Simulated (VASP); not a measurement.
Set up this calculation in VASP 6.6.1, as the native input.

| Item | Value |
| --- | --- |
| Task | single point |
| Functional | LDA |
| Potentials or basis | VASP PAW LDA potentials, release 64 (Ag) |
| Cutoff | 520 eV |
| k mesh | 14 × 14 × 4 |
| Occupations | fermi-dirac, width 0.08 eV |
| Spin | no spin polarisation |
| Dipole correction | no |
| Further INCAR settings | ALGO = Normal; EDIFF = 1e-07; NBANDS = 30 |

The structure of Ag lies in POSCAR:

```
Ag
1.0
    2.7996129413      0.0000000000      0.0000000000
   -1.3998064707      2.4245359280      0.0000000000
    0.0000000000      0.0000000000     10.0000000000
Ag
4
Direct
    0.3333333333      0.6666666667      0.2500000000
    0.6666666667      0.3333333333      0.7500000000
    0.0000000000      0.0000000000      0.0000000000
    0.0000000000      0.0000000000      0.5000000000
```

This isn't the form of Ag at room conditions, which is fcc.

This cell differs from its parent crystal: equal xx and yy strain of -3 %.

One way to write it, as run:

INCAR

```
SYSTEM = Ag
ALGO     = Normal         ! electronic algorithm
EDIFF    = 1E-7           ! SCF threshold, eV
ENCUT    = 520            ! plane-wave cutoff, eV
ISIF     = 2              ! what is computed and relaxed
ISMEAR   = -1             ! smearing method
LASPH    = .TRUE.         ! aspherical terms in the spheres
LCHARG   = .FALSE.        ! write CHGCAR
LREAL    = .FALSE.        ! projectors in reciprocal space
LWAVE    = .FALSE.        ! write WAVECAR
NBANDS   = 30             ! bands
NELM     = 80             ! most SCF steps
PREC     = Accurate       ! precision mode
SIGMA    = 0.08           ! smearing width, eV
```

KPOINTS

```
k-points
0
G
  14 14 4
  0 0 0
```

Potentials or basis: VASP PAW LDA potentials, release 64 (Ag).

Run with:

```bash
$ cat potpaw_LDA.64/Ag/POTCAR > POTCAR
$ mpirun -np 1 vasp_std > vasp.out
```

Results of the run:

- Pressure: -5.4 GPa
- Band gap on the k mesh: zero (bands 22 and 23 overlap by 6.39 eV)

Caveat: the cell differs from its parent crystal (equal xx and yy strain of -3 %); the cell stands under tension.

Wall time 110 s on 1 thread of Intel(R) Xeon(R) Platinum 8488C (Sapphire Rapids) (shared host), peak memory 0.23 GiB.
